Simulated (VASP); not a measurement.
# TlCd2Se2 (I4/mmm) in VASP: notebook

TlCd2Se2 is run at these levels: PBE, PBE+D4; tasks: single point.

All numbers are computed with VASP 6.6.1; they aren't measurements. Logs are shortened: lines on timing, memory, paths and dates and some standing lists are left out, and cuts for length are marked.

## Step 1: The cell of the first run

Symmetry: I4/mmm, No. 139, tetragonal system. Conventional cell: a = 4.182 Å, b = 4.182 Å, c = 14.814 Å, α = 90.00°, β = 90.00°, γ = 90.00°. Within 4.7 Å of Tl (site symmetry 4/mmm) lie 8 Se at 3.61 Å and 4 Tl at 4.18 Å and 8 Cd at 4.25 Å. Within 3.5 Å of Cd (site symmetry -4m2) lie 4 Se at 2.65 Å and 4 Cd at 2.96 Å. Se (site symmetry 4mm) has 4 Cd at 2.65 Å within 3.5 Å.

## Step 2: Single point, PBE

File INCAR:

```
  ALGO = Normal
  EDIFF = 1E-6
  ENCUT = 520
  GGA = PE
  ISIF = 2
  ISMEAR = 0
  LASPH = T
  LCHARG = T
  LELF = T
  LREAL = F
  LVHAR = T
  LWAVE = F
  NBANDS = 32
  NELM = 60
  PREC = Accurate
  SIGMA = 0.0206
```

File KPOINTS:

```
k-points
0
Gamma
  5 5 5
```

File POSCAR:

```
TlCd2Se2
1.0
    0.0000000000      4.1821410000      0.0000000000
    4.1821410000      0.0000000000      0.0000000000
    2.0910710000      2.0910710000     -7.4069110000
Tl Cd Se
1 2 2
Direct
    0.0000000000      0.0000000000      0.0000000000
    0.7500000000      0.2500000000      0.5000000000
    0.2500000000      0.7500000000      0.5000000000
    0.3600000000      0.3600000000      0.2800000000
    0.6400000000      0.6400000000      0.7200000000
```

Potentials or basis: VASP PAW PBE potentials, release 64 (Tl_d, Cd, Se).

On the command line:

```console
$ cat potpaw_PBE.64/Tl_d/POTCAR potpaw_PBE.64/Cd/POTCAR potpaw_PBE.64/Se/POTCAR > POTCAR
$ mpirun -np 1 vasp_std > vasp.out
```

OUTCAR:

```text
EDIFF = 1E-6
   ENCUT = 520
   GGA = PE
   ISIF = 2
   ISMEAR = 0
   LASPH = T
   LREAL = F
   NELM = 60
   PREC = Accurate

 ion  position               nearest neighbor table
   1  0.000  0.000  0.000-
   2  0.750  0.250  0.500-   4 2.65   5 2.65   5 2.65   4 2.65   3 2.96   3 2.96   3 2.96   3 2.96

   3  0.250  0.750  0.500-   4 2.65   5 2.65   5 2.65   4 2.65   2 2.96   2 2.96   2 2.96   2 2.96

   4  0.360  0.360  0.280-   3 2.65   2 2.65   2 2.65   3 2.65
   5  0.640  0.640  0.720-   3 2.65   2 2.65   2 2.65   3 2.65

  LATTYP: Found a body centered tetragonal cell.
 ALAT       =     4.1821410000
 C/A-ratio  =     3.5421622561

  Lattice vectors:

 A1 = (  -2.0910710000,   2.0910700000,   7.4069110000)
 A2 = (   2.0910700000,  -2.0910710000,   7.4069110000)
 A3 = (   2.0910710000,   2.0910710000,  -7.4069110000)

Analysis of symmetry for initial positions (statically):
=====================================================================
 Subroutine PRICEL returns:
 Original cell was already a primitive cell.

 Routine SETGRP: Setting up the symmetry group for a
 body centered tetragonal supercell.

 Subroutine GETGRP returns: Found 16 space group operations
 (whereof 16 operations were pure point group operations)
 out of a pool of 16 trial point group operations.

The static configuration has the point symmetry D_4h.

Analysis of symmetry for dynamics (positions and initial velocities):
=====================================================================
 Subroutine PRICEL returns:
 Original cell was already a primitive cell.

 Routine SETGRP: Setting up the symmetry group for a
 body centered tetragonal supercell.

 Subroutine GETGRP returns: Found 16 space group operations
 (whereof 16 operations were pure point group operations)
 out of a pool of 16 trial point group operations.

The dynamic configuration has the point symmetry D_4h.

 Subroutine INISYM returns: Found 16 space group operations
 (whereof 16 operations are pure point group operations),
 and found     1 'primitive' translations

----------------------------------------------------------------------------------------

                                     Primitive cell

[... 85 lines left out ...]
   LSORBIT =      F    spin-orbit coupling
   LASPH  =      T    aspherical Exc in radial PAW
   ENCUT  =  520.0 eV  38.22 Ry    6.18 a.u.   7.78  7.78 14.83*2*pi/ulx,y,z
   NELM   =     60;   NELMIN=  2; NELMDL= -5     # of ELM steps
   EDIFF  = 0.1E-05   stopping-criterion for ELM
   LREAL  =      F    real-space projection
   EDIFFG = 0.1E-04   stopping-criterion for IOM
   NSW    =      0    number of steps for IOM
   IBRION =     -1    ionic relax: 0-MD 1-quasi-New 2-CG
   NFREE  =      0    steps in history (QN), initial steepest desc. (CG)
   ISIF   =      2    stress and relaxation
   ISYM   =      2    0-nonsym 1-usesym 2-fastsym
   POTIM  = 0.5000    time-step for ionic-motion
   TEBEG  =    0.0;   TEEND  =   0.0 temperature during run
   PSTRESS=    0.0 pullay stress
   NELECT =      49.0000    total number of electrons
   NUPDOWN=      -1.0000    fix difference up-down
   EMIN   =  10.00;   EMAX   =-10.00  energy-range for DOS
   EFERMI =   0.00;   METHOD = LEGACY
   ISMEAR =     0;   SIGMA  =   0.02  broadening in eV -4-tet -1-fermi 0-gaus
   EFERMI_NEDOS =   21; number of points for ismear=-14 and -15
   IALGO  =     38    algorithm
   IMIX   =      4    mixing-type and parameters
     AMIX     =   0.40;   BMIX     =  1.00
     AMIX_MAG =   1.60;   BMIX_MAG =  1.00
  volume/ion in A,a.u.               =      25.91       174.85
  Fermi-wavevector in a.u.,A,eV,Ry     =   1.183937  2.237317 19.071389  1.401708
  Thomas-Fermi vector in A             =   2.320162
   LORBIT       =      0    0 simple, 1 ext, 2 COOP (PROOUT), +10 PAW based schemes
   GGA     = PE    functional components
   LHFCALC =     F    Hartree Fock is set to
   AEXX    =    0.0000 exact exchange contribution
   IVDW    =     0    specifies the selected vdW correction
   LEPSILON=     F    determine dielectric tensor
   LRPA    =     F    only Hartree local field effects (RPA)
 non-spin polarized calculation
 Gauss-broadening in eV      SIGMA  =   0.02
  energy-cutoff  :      520.00
  volume of cell :      129.55
 maximum number of plane-waves:      3515
   NGX = 15   NGY = 15   NGZ = 29

 number of electron      49.0000004 magnetization

 Free energy of the ion-electron system (eV)
  ---------------------------------------------------
  ext. energy  EPLUGINS =         0.00000000
  ---------------------------------------------------
  free energy    TOTEN  =       -11.45024805 eV

  energy without entropy =      -11.44974621  energy(sigma->0) =      -11.44999713

 E-fermi :   4.6669     XC(G=0):  -9.6845

 val. band max:        4.5856587906   @ k =   0.4000   0.4000   0.2000
 cond. band min:       4.6798537898   @ k =  -0.4000   0.0000   0.2000
 fundamental gap:      0.0941949992
 Fermi energy:         4.6669312591

 k-point     1 :       0.0000    0.0000    0.0000
  band No.  band energies     occupation
      1     -10.4504      2.00000
      2      -9.9796      2.00000
      3      -7.5726      2.00000
      4      -7.5433      2.00000
      5      -7.4965      2.00000
      6      -7.4965      2.00000
[... 619 lines left out ...]
     31       8.5250      0.00000
     32       8.7162      0.00000

------------------------ aborting loop because EDIFF is reached ----------------------------------------

  FORCE on cell =-STRESS in cart. coord.  units (eV):
  Direction    XX          YY          ZZ          XY          YZ          ZX
  --------------------------------------------------------------------------------------
  -------------------------------------------------------------------------------------
  Total        7.7766632      7.7766632      5.5700550      0.0000000     -0.0000004     -0.0000004
  in kB       96.1765963     96.1765963     68.8867344      0.0000000     -0.0000047     -0.0000047
  external PRESSURE =      87.0799757 kB  Pullay stress =       0.0000000 kB

 VOLUME and BASIS-vectors are now :
 -----------------------------------------------------------------------------
  energy-cutoff  :      520.00
  volume of cell :      129.55
      direct lattice vectors                 reciprocal lattice vectors
     0.000000000  4.182141000  0.000000000     0.000000000  0.239111976  0.067504540
     4.182141000  0.000000000  0.000000000     0.239111976  0.000000000  0.067504540
     2.091071000  2.091071000 -7.406911000     0.000000000  0.000000000 -0.135009048

 POSITION                                       TOTAL-FORCE (eV/Angst)
 -----------------------------------------------------------------------------------
      0.00000      0.00000      0.00000        -0.000000      0.000000      0.000000
      2.09107      4.18214     -3.70346        -0.000000     -0.000000      0.000000
      4.18214      2.09107     -3.70346         0.000000      0.000000      0.000000
      2.09107      2.09107     -2.07394        -0.000000     -0.000000      1.677669
      4.18214      4.18214     -5.33298         0.000000      0.000000     -1.677669
 -----------------------------------------------------------------------------------
    total drift:                                0.000000     -0.000000      0.000000

  FREE ENERGIE OF THE ION-ELECTRON SYSTEM (eV)
  ---------------------------------------------------
  free  energy   TOTEN  =       -11.4502480519 eV

  energy  without entropy=      -11.4497462050  energy(sigma->0) =      -11.44999713
```

OSZICAR:

```text
N       E                     dE             d eps       ncg     rms          rms(c)
DAV:   1     0.325004185668E+03    0.32500E+03   -0.23794E+04  1152   0.139E+03
DAV:   2     0.275466462841E+01   -0.32225E+03   -0.30898E+03  1312   0.342E+02
DAV:   3    -0.121774729353E+02   -0.14932E+02   -0.14759E+02  1384   0.717E+01
DAV:   4    -0.123065623183E+02   -0.12909E+00   -0.12906E+00  1192   0.629E+00
DAV:   5    -0.123077184564E+02   -0.11561E-02   -0.11560E-02  1360   0.591E-01    0.111E+01
DAV:   6    -0.114713342901E+02    0.83638E+00   -0.16054E+00  1320   0.119E+01    0.900E+00
DAV:   7    -0.114569858943E+02    0.14348E-01   -0.52736E-01  1264   0.327E+00    0.374E+00
DAV:   8    -0.114511172808E+02    0.58686E-02   -0.56104E-02  1216   0.212E+00    0.320E-01
DAV:   9    -0.114502026331E+02    0.91465E-03   -0.82226E-03  1320   0.868E-01    0.978E-02
DAV:  10    -0.114502256517E+02   -0.23019E-04   -0.39445E-04  1248   0.146E-01    0.486E-02
DAV:  11    -0.114502526954E+02   -0.27044E-04   -0.96689E-05  1312   0.600E-02    0.153E-02
DAV:  12    -0.114502479585E+02    0.47369E-05   -0.16376E-05  1280   0.332E-02    0.887E-03
DAV:  13    -0.114502480519E+02   -0.93346E-07   -0.27155E-06  1152   0.784E-03
   1 F= -.11450248E+02 E0= -.11449997E+02  d E =-.501847E-03
```

stdout:

```text
POSCAR found type information on POSCAR TlCdSe
 POSCAR found :  3 types and       5 ions
 scaLAPACK will be used
 LDA part: xc-table for (Slater+PW92), standard interpolation
 POSCAR, INCAR and KPOINTS ok, starting setup
 FFT: planning ... GRIDC
 FFT: planning ... GRID_SOFT
 FFT: planning ... GRID
 WAVECAR not read
 entering main loop
```

Run time: 56 s. Hardware: 1 thread of Intel Xeon 6975P-C, shared host; peak memory 0.28 GiB.

Results:

```
Free energy   : -11.4502 eV
Pressure      : 8.7 GPa
Largest force : 1.678 eV/Å
```

Forces in eV/Å, atoms in the order of the input:
```
Tl   0.000  0.000  0.000
Cd   0.000  0.000  0.000
Cd   0.000  0.000  0.000
Se   0.000  0.000  1.678
Se   0.000  0.000 -1.678
```

Caveat: spin-orbit coupling is left out, which moves the levels of the heavy elements; forces of over 1 eV/Å act on the atoms, so gaps and moduli don't describe the material at rest.

## Step 3: Single point, PBE

File INCAR:

```
SYSTEM = TlCd2Se2
PREC = Accurate
ENCUT = 520
EDIFF = 1E-7
ISMEAR = 0
SIGMA = 0.0206
LREAL = .False.
LASPH = .True.
NELM = 60
ALGO = Normal
ISIF = 2
LWAVE = .False.
LCHARG = .False.
GGA = PE
NBANDS = 32
```

File KPOINTS:

```
regular mesh
0
Gamma
  5 5 5
  0 0 0
```

POSCAR is that of step 2.

Potentials or basis: VASP PAW PBE potentials, release 64 (Tl_d, Cd, Se).

On the command line:

```console
$ cat potpaw_PBE.64/Tl_d/POTCAR potpaw_PBE.64/Cd/POTCAR potpaw_PBE.64/Se/POTCAR > POTCAR
$ mpirun -np 1 vasp_std > vasp.out
```

Wall time 69 s (1 thread of Intel Xeon 6975P-C, shared host); peak memory 0.28 GiB.

Results (log left out):

```yaml
Free_energy: -11.4502 eV
Pressure: 8.7 GPa
Largest_force: 1.678 eV/Å
```

Forces in eV/Å, atoms in the order of the input:
```
Tl   0.000  0.000  0.000
Cd   0.000  0.000  0.000
Cd   0.000  0.000  0.000
Se   0.000  0.000  1.678
Se   0.000  0.000 -1.678
```

Stress tensor (GPa, compression positive):
```
9.63 0.00 0.00
0.00 9.63 0.00
0.00 0.00 6.90
```

Levels at points of the mesh, in eV from the Fermi level:
| k point | band 22 | band 23 | band 24 | band 25 | band 26 | band 27 | band 28 | band 29 |
| --- | --- | --- | --- | --- | --- | --- | --- | --- |
| (0.00, 0.00, 0.00) | -2.90 | -2.63 | -2.63 | -0.36 | 0.68 | 0.88 | 2.94 | 3.45 |

Caveat: spin-orbit coupling is left out, which moves the levels of the heavy elements; forces of over 1 eV/Å act on the atoms, so gaps and moduli don't describe the material at rest.

## Step 4: Single point, PBE+D4

File INCAR:

```
PREC = Accurate ; ENCUT = 520
EDIFF = 1E-6 ; ISMEAR = 0
SIGMA = 0.0206 ; LREAL = F
LASPH = T ; NELM = 80
ALGO = Normal ; ISIF = 2
LWAVE = F ; LCHARG = F
GGA = PE ; IVDW = 13
NBANDS = 32
```

File KPOINTS:

```
regular mesh
0
Gamma
  5 5 5
```

POSCAR is that of step 3.

On the command line:

```console
$ cat potpaw_PBE.64/Tl_d/POTCAR potpaw_PBE.64/Cd/POTCAR potpaw_PBE.64/Se/POTCAR > POTCAR
$ mpirun -np 1 vasp_std > vasp.out
```

Run time: 66 s. Hardware: 1 thread of Intel Xeon 6975P-C, shared host; peak memory 0.28 GiB.

The run converged. Its results:

```yaml
Free_energy: -13.6672 eV
Pressure: 6.2 GPa
Largest_force: 1.613 eV/Å
Dispersion_energy_per_atom: -0.443 eV
```

Forces on the atoms (eV/Å):
```
Tl   0.000  0.000  0.000
Cd   0.000  0.000  0.000
Cd   0.000  0.000  0.000
Se   0.000  0.000  1.613
Se   0.000  0.000 -1.613
```

Stress tensor (GPa, compression positive):
```
7.12 0.00 0.00
0.00 7.12 0.00
0.00 0.00 4.47
```

Levels at points of the mesh, in eV from the Fermi level:
| k point | band 22 | band 23 | band 24 | band 25 | band 26 | band 27 | band 28 | band 29 |
| --- | --- | --- | --- | --- | --- | --- | --- | --- |
| (0.00, 0.00, 0.00) | -2.90 | -2.63 | -2.63 | -0.36 | 0.68 | 0.88 | 2.94 | 3.45 |

Caveat: spin-orbit coupling is left out, which moves the levels of the heavy elements; pairwise dispersion overbinds metals, which lowers pressure and volume; forces of over 1 eV/Å act on the atoms, so gaps and moduli don't describe the material at rest.
